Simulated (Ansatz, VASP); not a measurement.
**Two plane-wave programs on FeO**

The input INCAR:

```
SYSTEM = FeO
PREC = Accurate
ENCUT = 520
EDIFF = 1E-6
ISMEAR = 0
SIGMA = 0.05
LREAL = .False.
LASPH = .True.
NELM = 150
ALGO = Normal
ISIF = 2
LWAVE = .False.
LCHARG = .False.
ISPIN = 2
MAGMOM = 4 0
LORBIT = 11
LMAXMIX = 4
LDAU = .True.
LDAUTYPE = 2
LDAUL = 2 -1
LDAUU = 8 0
LDAUJ = 0 0
LDAUPRINT = 1
GGA = CA
NBANDS = 18
```

The input KPOINTS:

```
regular mesh
0
Gamma
  8 8 8
  0 0 0
```

POSCAR

```
FeO
1.0
    1.5176821100      0.8762341800      2.5157945800
   -1.5176821100      0.8762341800      2.5157945800
    0.0000000000     -1.7524683500      2.5157945800
Fe O
1 1
Direct
    0.0000000000      0.0000000000      0.0000000000
    0.5000000000      0.5000000000      0.5000000000
```

Input for Ansatz:

```yaml
crystal:
  lattice:
    - [1.51768211, 0.87623418, 2.51579458]
    - [-1.51768211, 0.87623418, 2.51579458]
    - [0.0, -1.75246835, 2.51579458]
  atoms:
    - { symbol: Fe, position: [0.0, 0.0, 0.0], spin: 4.0 }
    - { symbol: O, position: [0.5, 0.5, 0.5] }
basis:
  ecutwfc: 420
  ecutrho_ratio: 4
kpoints:
  mp_grid: { grid: [8, 8, 8] }
hamiltonian:
  xc: lda
  hubbard: { sites: [{ site: 0, l: d, u_eff: 8.0 }] }
scf:
  occupations: { method: gaussian, width: 0.05 }
  lower_state_search: "off"
  max_iter: 150
output:
  forces: true
  stress: true
  eigenvalues: true
  populations: true
  hubbard: { sites: [{ site: 0, l: d }] }
magnetization:
  spin_polarized: true
```

Alike in both runs: task single point; functional LDA; k mesh 8 × 8 × 8; occupations gaussian, width 0.05 eV; collinear spin; Hubbard terms Fe d U = 8.0 eV.

```csv
,VASP,Ansatz
version,VASP 6.6.1,Ansatz 0.2.0
potentials or method,"VASP PAW LDA potentials, release 64 (Fe, O), cutoff 520 eV","scalar-relativistic, plane waves, PAW"
valence electrons in the cell,14,22
```

VASP gave:

- gap on the k mesh at the Fermi level (eV): none
- pressure (GPa): -16.2
- traceless stress, the component that is largest in VASP (GPa): -1.99
- net moment per atom (μB): 2.00
- size of the moment on the site where the two differ most (μB): 3.96

Task: What did Ansatz give for the same quantities?

Result: gap on the k mesh at the Fermi level (eV): none; pressure (GPa): -5.2; traceless stress, the component that is largest in VASP (GPa): -1.74; net moment per atom (μB): 2.00; size of the moment on the site where the two differ most (μB): 3.53.

LDA's correlation is that of Perdew and Zunger in VASP and of Perdew and Wang (1992) in Ansatz. Site moments also hang on the region over which each program counts them. The programs project onto different local orbitals, so the same U acts differently, and such runs can settle in different states. A gap of «none» marks a metal or a gap that the smearing closes. VASP's potentials hold 14 valence electrons a cell and Ansatz's 22, so a difference there can come from the potentials and not from the codes. Ansatz's warnings: filled band counts differ across k points.
